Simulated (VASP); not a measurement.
## C: relaxation of the atoms with PBEsol

Crystal: C.

```
C
1.0
     0.02843    1.77861    1.77861
     1.77861    0.02843    1.77861
     1.77861    1.77861    0.02843
C
2
Cartesian
  0.0000 0.0000 0.0000
  0.8964 0.8964 0.8964
```

This cell differs from its parent crystal: strained cell.

```
Program                : VASP 6.6.1
Task                   : relaxation of the atoms
Functional             : PBEsol
Potentials or basis    : VASP PAW PBE potentials, release 64 (C)
Cutoff                 : 520 eV
k mesh                 : 9 × 9 × 9
Occupations            : gaussian, width 0.02 eV
Spin                   : no spin polarisation
Dipole correction      : no
Further INCAR settings : ALGO = Normal; EDIFF = 1e-07; IBRION = 2; EDIFFG = -0.002; NSW = 60
```

The energy gained by relaxing is 0.1 meV/atom. The ionic steps are 3. The pressure after relaxing is 11.5 GPa and the band gap on the k mesh is 4.05 eV, indirect (least direct gap 5.10 eV).

Stress tensor (GPa, compression positive):
```
11.50 -9.63 -9.63
-9.63 11.50 -9.63
-9.63 -9.63 11.50
```

The path:
```
step  energy change (eV)  largest force (eV/Å)  pressure (GPa)
   1              0.0000                0.1133           11.56
   2              0.0010                0.2964           11.36
   3             -0.0002                0.0000           11.50
```

Final structure:
```
CELL_PARAMETERS angstrom
0.02843 1.77861 1.77861
1.77861 0.02843 1.77861
1.77861 1.77861 0.02843
ATOMIC_POSITIONS crystal
C 0.00025 0.00025 0.00025
C 0.24975 0.24975 0.24975
```

Levels at points of the mesh, in eV from the valence-band top:
```csv
k point,band 2,band 3,band 4,band 5,band 6,band 7
"(0.00, 0.00, 0.00)",-0.12,0.00,0.00,5.10,5.82,5.82
```

Run time: 30 s on 1 thread of AMD EPYC 7R43 64-Core Processor (Zen 3), with other jobs on the host, peak memory 0.08 GiB.

Caveat: the cell differs from its parent crystal (strained cell); the PAW data sets were made with another functional, which shifts forces and pressure a little. A k mesh can miss the band edges.
